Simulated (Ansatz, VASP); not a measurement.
**Y: VASP beside Ansatz**

```
Y
1.0
     3.68568    0.00000    0.00000
    -1.84284    3.19189    0.00000
     0.00000    0.00000    5.75679
Y
2
Direct
  0.33333 0.66667 0.25000
  0.66667 0.33333 0.75000
```

Alike in both runs: task single point; functional revPBE; k mesh 16 × 16 × 9; occupations fermi-dirac, width 0.1 eV; no spin polarisation.

|  | VASP | Ansatz |
| --- | --- | --- |
| version | VASP 6.6.1 | Ansatz 0.2.0 |
| potentials or method | VASP PAW PBE potentials, release 64 (Y_sv), cutoff 520 eV | plane waves (420 eV) with PAW, scalar-relativistic |
| valence electrons in the cell | 22 | 22 |

|  | VASP | Ansatz | Ansatz less VASP |
| --- | --- | --- | --- |
| pressure (GPa) | -0.1 | 0.0 | +0.10 |

VASP's potentials were made for PBE, not for revPBE.
